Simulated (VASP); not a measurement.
Crystal: PtS2.

```
Pt S
1.0
     3.60692    0.00000    0.00000
    -1.80346    3.12369    0.00000
     0.00000    0.00000    4.81443
Pt S
1 2
Direct
  0.00000 0.00000 0.00000
  0.33333 0.66667 0.25102
  0.66667 0.33333 0.74898
```

* Program: VASP 6.6.1
* Task: relaxation of shape and atoms at fixed volume
* Functional: PBEsol
* Potentials or basis: VASP PAW PBE potentials, release 64 (Pt, S)
* Cutoff: 600 eV
* k mesh: 12 × 12 × 8
* Occupations: gaussian, width 0.02 eV
* Spin: no spin polarisation

At the start: pressure -4.4 GPa; volume 18.08 Å³/atom.

**Question.** Where does the relaxation end?

**Answer.** Over 6 steps the energy falls by 7.3 meV/atom; space group P-3m1 (No. 164, to 0.1 Å) before and after.

The path:
| step | energy change (eV) | largest force (eV/Å) | pressure (GPa) | volume (Å³) |
| --- | --- | --- | --- | --- |
| 1 | 0.0000 | 0.3741 | -4.37 | 54.24 |
| 2 | -0.0143 | 0.1826 | -2.71 | 54.24 |
| 3 | -0.0205 | 0.0422 | -0.77 | 54.24 |
| 4 | -0.0205 | 0.0626 | -0.59 | 54.24 |
| 5 | -0.0217 | 0.0241 | -0.42 | 54.24 |
| 6 | -0.0220 | 0.0026 | -0.31 | 54.24 |

Final structure:
```
Pt S
1.0
     3.56415    0.00000    0.00000
    -1.78207    3.08664    0.00000
     0.00000    0.00000    4.93068
Pt S
1 2
Direct
  0.00000 0.00000 0.00000
  0.33333 0.66667 0.24345
  0.66667 0.33333 0.75655
```

Where two steps share one volume, the run began anew on that cell with a basis built for it.

Caveat: the PAW data sets were made with another functional, which shifts forces and pressure a little.
